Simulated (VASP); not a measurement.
Write the native input for VASP 6.6.1 that does the following.

| Quantity | Value |
| --- | --- |
| Task | relaxation of cell and atoms |
| Functional | r2SCAN |
| Potentials or basis | VASP PAW PBE potentials, release 64 (Si, N) |
| Cutoff | 600 eV |
| k mesh | 6 × 6 × 6 |
| Occupations | methfessel-paxton, width 0.2814 eV |
| Spin | no spin polarisation |
| Dipole correction | no |
| Further INCAR settings | ALGO = Normal; EDIFF = 1e-06; IBRION = 2; EDIFFG = -0.03; NSW = 100; ISIF = 3 |

The system is Si3N4.

```
Si N
1.0
     0.00000    3.99585    3.99585
     3.99585    0.00000    3.99585
     3.99585    3.99585    0.00000
Si N
6 8
Cartesian
  4.9948 4.9948 4.9948
  4.9948 2.9969 2.9969
  2.9969 2.9969 4.9948
  2.9969 4.9948 2.9969
  0.0000 0.0000 0.0000
  1.9979 1.9979 1.9979
  3.0624 3.0624 3.0624
  6.9272 5.0603 5.0603
  4.9293 4.9293 3.0624
  5.0603 6.9272 5.0603
  3.0624 4.9293 4.9293
  6.9272 6.9272 6.9272
  4.9293 3.0624 4.9293
  5.0603 5.0603 6.9272
```

The input as run:

POSCAR

```
Si3N4
1.0
    0.0000000000      3.9958480000      3.9958480000
    3.9958480000      0.0000000000      3.9958480000
    3.9958480000      3.9958480000      0.0000000000
Si N
6 8
Direct
    0.6250000000      0.6250000000      0.6250000000
    0.1250000000      0.6250000000      0.6250000000
    0.6250000000      0.6250000000      0.1250000000
    0.6250000000      0.1250000000      0.6250000000
    0.0000000000      0.0000000000      0.0000000000
    0.2500000000      0.2500000000      0.2500000000
    0.3832000000      0.3832000000      0.3832000000
    0.3996000000      0.8668000000      0.8668000000
    0.3832000000      0.3832000000      0.8504000000
    0.8668000000      0.3996000000      0.8668000000
    0.8504000000      0.3832000000      0.3832000000
    0.8668000000      0.8668000000      0.8668000000
    0.3832000000      0.8504000000      0.3832000000
    0.8668000000      0.8668000000      0.3996000000
```

INCAR.step1

```
PREC = Accurate ; ENCUT = 600
ISMEAR = 1 ; SIGMA = 0.2814
LREAL = F ; LASPH = T
NELM = 100 ; GGA = PE
ALGO = Normal ; EDIFF = 1E-4
LWAVE = T ; LCHARG = F
```

INCAR.step2

```
PREC = Accurate ; ENCUT = 600
EDIFF = 1E-6 ; ISMEAR = 1
SIGMA = 0.2814 ; LREAL = F
LASPH = T ; NELM = 100
ALGO = Normal ; ISIF = 3
LWAVE = F ; LCHARG = F
METAGGA = R2SCAN ; LMIXTAU = T
IBRION = 2 ; NSW = 100
EDIFFG = -0.03 ; ISTART = 1
```

KPOINTS

```
regular mesh
0
Gamma
  6 6 6
```

Potentials or basis: VASP PAW PBE potentials, release 64 (Si, N).

Run with:

```bash
$ cat potpaw_PBE.64/Si/POTCAR potpaw_PBE.64/N/POTCAR > POTCAR
$ cp INCAR.step1 INCAR
$ mpirun -np 1 vasp_std > vasp.out
$ cp INCAR.step2 INCAR
$ mpirun -np 1 vasp_std > vasp.out
```

It gave:

- Relaxed volume: 8.25 Å³/atom
- Relaxed cell: a = 5.467 Å, b = 5.467 Å, c = 5.467 Å, α = 60.00°, β = 60.00°, γ = 60.00°
- Space group after relaxing (to 0.1 Å): Fd-3m (No. 227)
- Energy gained by relaxing: 75.8 meV/atom
- Ionic steps: 10
- Pressure after relaxing: 0.0 GPa
- Largest force after relaxing: 0.008 eV/Å
- Band gap on the k mesh: 4.02 eV (least direct gap 4.05 eV)

Caveat: the PAW data sets were made with another functional, which shifts forces and pressure a little.

Wall time 30 min on 1 thread of Intel(R) Xeon(R) 6975P-C (Granite Rapids), with other jobs on the host, peak memory 0.41 GiB.
